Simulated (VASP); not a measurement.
Wanted: the native input for a VASP 6.6.1 run.

| Property | Result |
| --- | --- |
| Task | single point |
| Functional | PBEsol |
| Potentials or basis | VASP PAW PBE potentials, release 64 (Mg, Sb, Bi_d) |
| Cutoff | 520 eV |
| k mesh | 6 × 6 × 3 |
| Occupations | methfessel-paxton, width 0.15 eV |
| Spin | no spin polarisation |
| Dipole correction | no |
| Further INCAR settings | ALGO = Normal; EDIFF = 1e-06; NBANDS = 21 |

The structure of Mg3BiSb lies in POSCAR:

```
Mg3BiSb
1.0
    4.6643400000      0.0000000000      0.0000000000
   -2.3321700000      4.0394400000      0.0000000000
    0.0000000000      0.0000000000      7.3603400000
Mg Sb Bi
3 1 1
Direct
    0.0000000000      0.0000000000      0.0044900000
    0.3333333333      0.6666666667      0.3649400000
    0.6666666667      0.3333333333      0.6258600000
    0.6666666667      0.3333333333      0.2250700000
    0.3333333333      0.6666666667      0.7796500000
```

One way to write it, as run:

INCAR

```
SYSTEM = Mg3BiSb
PREC = Accurate
ENCUT = 520
EDIFF = 1E-6
ISMEAR = 1
SIGMA = 0.15
LREAL = .False.
LASPH = .True.
NELM = 80
ALGO = Normal
ISIF = 2
LWAVE = .False.
LCHARG = .False.
GGA = PS
NBANDS = 21
```

KPOINTS

```
Automatic mesh
0
Gamma
  6 6 3
  0 0 0
```

Potentials or basis: VASP PAW PBE potentials, release 64 (Mg, Sb, Bi_d).

Command:

```sh
$ cat potpaw_PBE.64/Mg/POTCAR potpaw_PBE.64/Sb/POTCAR potpaw_PBE.64/Bi_d/POTCAR > POTCAR
$ mpirun -np 1 vasp_std > vasp.out
```

It gave:

```
Pressure               : -1.6 GPa
Largest force          : 0.044 eV/Å
Band gap on the k mesh : 0.12 eV, indirect (least direct gap 0.35 eV)
```

Caveat: the PAW data sets were made with another functional, which shifts forces and pressure a little; spin-orbit coupling is left out, which moves the levels of the heavy elements.

Wall time 33 s on 1 thread of Intel(R) Xeon(R) Platinum 8488C (Sapphire Rapids), with other jobs on the host, peak memory 0.27 GiB.
